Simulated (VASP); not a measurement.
# Si (Fd-3m) in VASP: vibrations by perturbation theory with PBEsol

Aim: the vibrations by perturbation theory of Si with PBEsol.

Everything below comes from runs of VASP 6.6.1. Logs are shortened: lines on timing, memory, paths and dates and some standing lists are left out, and cuts for length are marked.

### Step 1. The cell of the first run

The structure is cubic, space group Fd-3m (No. 227). Conventional cell: a = 5.434 Å, b = 5.434 Å, c = 5.434 Å, α = 90.00°, β = 90.00°, γ = 90.00°. Within 3.1 Å of Si (site symmetry -43m) lie 4 Si at 2.35 Å.

### Step 2. Vibrations by perturbation theory, PBEsol

Contents of INCAR:

```
SYSTEM = Si
PREC = Accurate ; ENCUT = 500
EDIFF = 1E-8 ; ISMEAR = 0
SIGMA = 0.01 ; LREAL = .FALSE.
LASPH = .TRUE. ; NELM = 120
ALGO = Normal ; ISIF = 2
LWAVE = .FALSE. ; LCHARG = .TRUE.
GGA = PS ; IBRION = 8
NSW = 1 ; LEPSILON = .TRUE.
GGA_COMPAT = .FALSE.
```

Contents of KPOINTS:

```
Automatic mesh
0
G
  10 10 10
  0 0 0
```

Contents of POSCAR:

```
Si
1.0
    0.0000000000      2.7169171376      2.7169171376
    2.7169171376      0.0000000000      2.7169171376
    2.7169171376      2.7169171376      0.0000000000
Si
2
Direct
    0.7500000000      0.7500000000      0.7500000000
    0.5000000000      0.5000000000      0.5000000000
```

Potentials or basis: VASP PAW PBE potentials, release 64 (Si).

Command:

```
$ cat potpaw_PBE.64/Si/POTCAR > POTCAR
$ mpirun -np 1 vasp_std > vasp.out
```

OUTCAR:

```text
SYSTEM = Si
   PREC = Accurate
   ENCUT = 500
   EDIFF = 1E-8
   ISMEAR = 0
   LREAL = .FALSE.
   LASPH = .TRUE.
   NELM = 120
   ISIF = 2
   GGA = PS
   IBRION = 8
   NSW = 1
   LEPSILON = .TRUE.

 ion  position               nearest neighbor table
   1  0.750  0.750  0.750-   2 2.35   2 2.35   2 2.35   2 2.35
   2  0.500  0.500  0.500-   1 2.35   1 2.35   1 2.35   1 2.35

  LATTYP: Found a face centered cubic cell.
 ALAT       =     5.4338342752

  Lattice vectors:

 A1 = (   0.0000000000,   2.7169171376,   2.7169171376)
 A2 = (   2.7169171376,   0.0000000000,   2.7169171376)
 A3 = (   2.7169171376,   2.7169171376,   0.0000000000)

Analysis of symmetry for initial positions (statically):
=====================================================================
 Subroutine PRICEL returns:
 Original cell was already a primitive cell.

 Routine SETGRP: Setting up the symmetry group for a
 face centered cubic supercell.

 Subroutine GETGRP returns: Found 48 space group operations
 (whereof 24 operations were pure point group operations)
 out of a pool of 48 trial point group operations.

The static configuration has the point symmetry T_d .
 The point group associated with its full space group is O_h .

Analysis of symmetry for dynamics (positions and initial velocities):
=====================================================================
 Subroutine PRICEL returns:
 Original cell was already a primitive cell.

 Routine SETGRP: Setting up the symmetry group for a
 face centered cubic supercell.

 Subroutine GETGRP returns: Found 48 space group operations
 (whereof 24 operations were pure point group operations)
 out of a pool of 48 trial point group operations.

The dynamic configuration has the point symmetry T_d .
 The point group associated with its full space group is O_h .

 Subroutine INISYM returns: Found 48 space group operations
 (whereof 24 operations are pure point group operations),
 and found     1 'primitive' translations

----------------------------------------------------------------------------------------

                                     Primitive cell

  volume of cell :      40.1106

  direct lattice vectors                    reciprocal lattice vectors
     0.000000000  2.716917138  2.716917138    -0.184032112  0.184032112  0.184032112
     2.716917138  0.000000000  2.716917138     0.184032112 -0.184032112  0.184032112
     2.716917138  2.716917138  0.000000000     0.184032112  0.184032112 -0.184032112

  length of vectors
     3.842301064  3.842301064  3.842301064     0.318752969  0.318752969  0.318752969

  position of ions in fractional coordinates (direct lattice)
     0.750000000  0.750000000  0.750000000
     0.500000000  0.500000000  0.500000000

  ion indices of the primitive-cell ions
   primitive index   ion index
                 1           1
                 2           2

----------------------------------------------------------------------------------------

 KPOINTS: Automatic mesh

Automatic generation of k-mesh.
 Grid dimensions read from file:
[... 411 lines left out ...]
 ------------------------------------------------------
          14.517300     0.000000     0.000000
          -0.000000    14.517300     0.000000
          -0.000000    -0.000000    14.517300
 ------------------------------------------------------

 Free energy of the ion-electron system (eV)
  ---------------------------------------------------
  ---------------------------------------------------
  free energy    TOTEN  =        -1.50720663 eV

  energy without entropy =       -1.50720663

------------------------ aborting loop because EDIFF is reached ----------------------------------------

--------------------------------------- Ionic step        2  -------------------------------------------

------------------------ aborting loop because EDIFF is reached ----------------------------------------

--------------------------------------- Ionic step        3  -------------------------------------------

------------------------ aborting loop because EDIFF is reached ----------------------------------------

 PIEZOELECTRIC TENSOR FIELD DIRECTION 3  (e Angst)
 -----------------------------------------------------------------------------
     0.00183 -0.00000  0.00000           (  0.00001  0.00000  0.00000)
    -0.00000  0.00183  0.00000           (  0.00000  0.00001  0.00000)
     0.00000  0.00000 -0.00812           (  0.00000  0.00000  0.00000)

 PIEZOELECTRIC TENSOR FIELD DIRECTION 3  (C/m^2)
 -----------------------------------------------------------------------------
     0.00073 -0.00000  0.00000
    -0.00000  0.00073  0.00000
     0.00000  0.00000 -0.00325

--------------------------------------- Ionic step        4  -------------------------------------------

 Free energy of the ion-electron system (eV)
  ---------------------------------------------------
  ---------------------------------------------------
  free energy    TOTEN  =        -0.01727457 eV

  energy without entropy =       -0.01727457

------------------------ aborting loop because EDIFF is reached ----------------------------------------

 INTERNAL STRAIN TENSOR  FOR ION    1  DIRECTION 1   (eV/Angst):
 -----------------------------------------------------------------------------
     0.00424  0.00000  0.00000
     0.00000 -0.00125 -9.59194
     0.00000 -9.59194 -0.00125

 MACROSCOPIC STATIC DIELECTRIC TENSOR (including local field effects in DFT)
 ------------------------------------------------------
          13.784256    -0.000000     0.000000
           0.000000    13.784256     0.000000
           0.000000    -0.000000    13.784256
 ------------------------------------------------------

 PIEZOELECTRIC TENSOR (including local field effects)  for field in x, y, z        (e  Angst)
          XX          YY          ZZ          XY          YZ          ZX
  --------------------------------------------------------------------------------
  x    -0.00000    -0.00000    -0.00000     0.00000    -0.00000     0.00000
  y     0.00000     0.00000     0.00000     0.00000     0.00000     0.00000
  z     0.00000     0.00000     0.00000    -0.00000     0.00000     0.00000

 PIEZOELECTRIC TENSOR (including local field effects)  for field in x, y, z        (C/m^2)
          XX          YY          ZZ          XY          YZ          ZX
  --------------------------------------------------------------------------------
  x    -0.00000    -0.00000    -0.00000     0.00000    -0.00000     0.00000
  y     0.00000     0.00000     0.00000     0.00000     0.00000     0.00000
  z     0.00000     0.00000     0.00000    -0.00000     0.00000     0.00000

 BORN EFFECTIVE CHARGES (including local field effects) (in |e|, cummulative output)
 ---------------------------------------------------------------------------------
 ion    1
    1     0.00000     0.00000     0.00000
    2    -0.00000    -0.00000    -0.00000
    3    -0.00000    -0.00000     0.00000
 ion    2
    1    -0.00000    -0.00000     0.00000
    2     0.00000     0.00000     0.00000
    3     0.00000     0.00000    -0.00000

 INTERNAL STRAIN TENSOR FOR ION    2 for displacements in x,y,z  (eV/Angst):
          X           Y           Z          XY          YZ          ZX
  --------------------------------------------------------------------------------
  x     0.00000     0.00000     0.00000     0.00000     9.59194     0.00000
  y     0.00000    -0.00000     0.00000     0.00000     0.00000     9.59194
  z     0.00000     0.00000     0.00000     9.59194     0.00000     0.00000

 SECOND DERIVATIVES (NOT SYMMETRIZED)
 ------------------------------------
               1X          1Y          1Z          2X          2Y          2Z
  1X   -13.386749    0.000000    0.000000   13.386749    0.000000    0.000000
  1Y     0.000000  -13.386749    0.000000    0.000000   13.386749    0.000000
  1Z     0.000000    0.000000  -13.386749    0.000000    0.000000   13.386749
  2X    13.386749    0.000000    0.000000  -13.386749    0.000000    0.000000
  2Y     0.000000   13.386749    0.000000    0.000000  -13.386749    0.000000
  2Z     0.000000    0.000000   13.386749    0.000000    0.000000  -13.386749

 Eigenvectors and eigenvalues of the dynamical matrix
 ----------------------------------------------------

   1 f  =   15.263920 THz    95.906035 2PiTHz  509.149551 cm-1    63.126470 meV
             X         Y         Z           dx          dy          dz
      4.075376  4.075376  4.075376     0.000000   -0.707107    0.000000
      2.716917  2.716917  2.716917     0.000000    0.707107    0.000000
[... 21 lines left out ...]
   6 f  =    0.000000 THz     0.000000 2PiTHz    0.000000 cm-1     0.000000 meV
             X         Y         Z           dx          dy          dz
      4.075376  4.075376  4.075376     0.000000    0.000000    0.707107
      2.716917  2.716917  2.716917     0.000000    0.000000    0.707107

--------------------------------------------------------------------------------------------------------

 MACROSCOPIC STATIC DIELECTRIC TENSOR IONIC CONTRIBUTION
 ------------------------------------------------------
           0.000000    -0.000000    -0.000000
          -0.000000     0.000000    -0.000000
          -0.000000    -0.000000     0.000000
 ------------------------------------------------------

 ELASTIC MODULI CONTR FROM IONIC RELAXATION (kBar)
 Direction    XX          YY          ZZ          XY          YZ          ZX
 --------------------------------------------------------------------------------
 XX          -0.0000     -0.0000     -0.0000     -0.0000     -0.0000     -0.0000
 YY          -0.0000     -0.0000     -0.0000     -0.0000     -0.0000      0.0000
 ZZ          -0.0000     -0.0000     -0.0000     -0.0000     -0.0000     -0.0000
 XY          -0.0000     -0.0000     -0.0000   -274.5293      0.0000      0.0000
 YZ          -0.0000     -0.0000     -0.0000      0.0000   -274.5293      0.0000
 ZX          -0.0000      0.0000     -0.0000      0.0000      0.0000   -274.5293
 --------------------------------------------------------------------------------

 PIEZOELECTRIC TENSOR IONIC CONTR  for field in x, y, z        (C/m^2)
          XX          YY          ZZ          XY          YZ          ZX
  --------------------------------------------------------------------------------
  x    -0.00000    -0.00000    -0.00000     0.00000    -0.00000    -0.00000
  y     0.00000    -0.00000     0.00000     0.00000     0.00000     0.00000
  z    -0.00000    -0.00000    -0.00000    -0.00000     0.00000     0.00000
```

Run time: 3.3 min. Hardware: 1 thread of Intel Xeon Platinum 8259CL at 2.50GHz (Skylake/Cascade Lake), shared host; peak memory 0.24 GiB.

Results:

* Electronic dielectric tensor (diagonal): 13.78
* Born charges (mean of the diagonal): Si +0.00 e
* Highest phonon frequency at Γ: 509 cm⁻¹

Phonon frequencies in cm⁻¹ (negative: imaginary):
| q point | frequencies |
| --- | --- |
| (0.000, 0.000, 0.000) | 0 0 0 509 509 509 |

Electronic dielectric tensor:
```
13.78  0.00  0.00
 0.00 13.78  0.00
 0.00  0.00 13.78
```

Born effective charge tensors (e):
atom 1, Si
```
0.00 0.00 0.00
0.00 0.00 0.00
0.00 0.00 0.00
```
atom 2, Si
```
0.00 0.00 0.00
0.00 0.00 0.00
0.00 0.00 0.00
```
